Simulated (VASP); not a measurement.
SrTl3:

```xyz
4
Lattice="5.0124 0.0000 0.0000 0.0000 5.0124 0.0000 0.0000 0.0000 5.0124" Properties=species:S:1:pos:R:3 pbc="T T T"
Sr    0.0000    0.0000    0.0000
Tl    0.0000    2.5062    2.5062
Tl    2.5062    0.0000    2.5062
Tl    2.5062    2.5062    0.0000
```

```yaml
Program: VASP 6.6.1
Task: relaxation of cell and atoms
Functional: LDA
Potentials_or_basis: VASP PAW LDA potentials, release 64 (Sr_sv, Tl_d)
Cutoff: 600 eV
k_mesh: 8 × 8 × 8
Occupations: gaussian, width 0.1 eV
Spin: no spin polarisation
```

At the start: pressure -3.8 GPa; volume 31.48 Å³/atom.

Q: How do energy, volume and symmetry change on relaxing?

A: Over 3 steps the energy falls by 51.9 meV/atom and the volume is 27.68 Å³/atom (-12.1 %); space group Pm-3m (No. 221, to 0.05 Å).

The path:
```
step  energy change (eV)  largest force (eV/Å)  pressure (GPa)  volume (Å³)
   1              0.0000                0.0000           -3.83       125.93
   2             -0.2029                0.0000           -0.73       112.72
   3             -0.2077                0.0000           -0.02       110.73
```

Final structure:
```xyz
4
Lattice="4.8019 0.0000 0.0000 0.0000 4.8019 0.0000 0.0000 0.0000 4.8019" Properties=species:S:1:pos:R:3 pbc="T T T"
Sr    0.0000    0.0000    0.0000
Tl    0.0000    2.4010    2.4010
Tl    2.4010    0.0000    2.4010
Tl    2.4010    2.4010    0.0000
```
